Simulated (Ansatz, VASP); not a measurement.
# Si in VASP and in Ansatz

Contents of INCAR:

```
SYSTEM = Si
PREC = Accurate
ENCUT = 520
EDIFF = 1E-8
ISMEAR = -1
SIGMA = 0.05
LREAL = .FALSE.
LASPH = .TRUE.
NELM = 60
ALGO = Normal
ISIF = 2
LWAVE = .FALSE.
LCHARG = .FALSE.
GGA = CA
LEFG = .TRUE.
NBANDS = 11
```

File KPOINTS:

```
regular mesh
0
G
  16 16 16
  0 0 0
```

File POSCAR:

```
Si
1.0
   -2.2510000000      2.3685000000      1.2750000000
    2.2510000000     -2.3685000000      1.2750000000
    2.2510000000      2.3685000000     -1.2750000000
Si
2
Direct
    0.8070000000      0.5570000000      0.2500000000
    0.1930000000      0.4430000000      0.7500000000
```

Input for Ansatz:

```yaml
crystal:
  lattice:
    - [-2.251, 2.3685, 1.275]
    - [2.251, -2.3685, 1.275]
    - [2.251, 2.3685, -1.275]
  atoms:
    - { symbol: Si, position: [0.807, 0.557, 0.25] }
    - { symbol: Si, position: [0.193, 0.443, 0.75] }
kpoints:
  mp_grid: { grid: [16, 16, 16] }
  band_path:
    path:
      - [0.0, 0.0, 0.0]
      - [0.5, -0.5, 0.5]
      - [0.4758105458, -0.4758105458, 0.5241894542]
      - [-0.4758105458, 0.4758105458, 0.4758105458]
      - [0.0, 0.0, 0.0]
      - [0.3224458646, 0.3224458646, -0.3224458646]
      - [0.6775541354, -0.3224458646, 0.3224458646]
      - [0.5, -0.5, 0.5]
      - [0.0, 0.0, 0.0]
    npoints: 14
scf:
  occupations: { method: fermi_dirac, width: 0.05 }
hamiltonian:
  xc: lda
  pseudopotentials: { kind: paw }
output:
  forces: true
  stress: true
  eigenvalues: true
  efg: { contact_densities: true }
  populations: true
  bader: true
  dos: { projected: true, de: 0.2, e_range: [-14, 8] }
  write_density: true
  write_potential: true
  elf: true
  volumetric_format: npy
```

Alike in both runs: task electric field gradients; functional LDA; k mesh 16 × 16 × 16; occupations fermi-dirac, width 0.05 eV; no spin polarisation.

|  | VASP | Ansatz |
| --- | --- | --- |
| version | VASP 6.6.1 | Ansatz 0.2.0 |
| potentials or method | VASP PAW LDA potentials, release 64 (Si) | PAW with Ansatz's default frozen-core files, scalar-relativistic |
| plane-wave cutoff (eV) | 520 | 420 |
| valence electrons in the cell | 8 | 8 |

VASP gave:

```
pressure (GPa)                                                : 11.0
traceless stress, the component that is largest in VASP (GPa) : 1.47
rms of the force components (eV/Å)                            : 0.009
size of Vzz on the site where it differs most (V/Å²)          : 26.6
```

Problem. Estimate Ansatz's values.

Solution. Pressure (GPa): 10.8; traceless stress, the component that is largest in VASP (GPa): 1.45; rms of the force components (eV/Å): 0.008; size of Vzz on the site where it differs most (V/Å²): 26.0.

LDA's correlation is that of Perdew and Zunger in VASP and of Perdew and Wang (1992) in Ansatz. Atom by atom the forces differ by 0.000 eV/Å (rms over components).
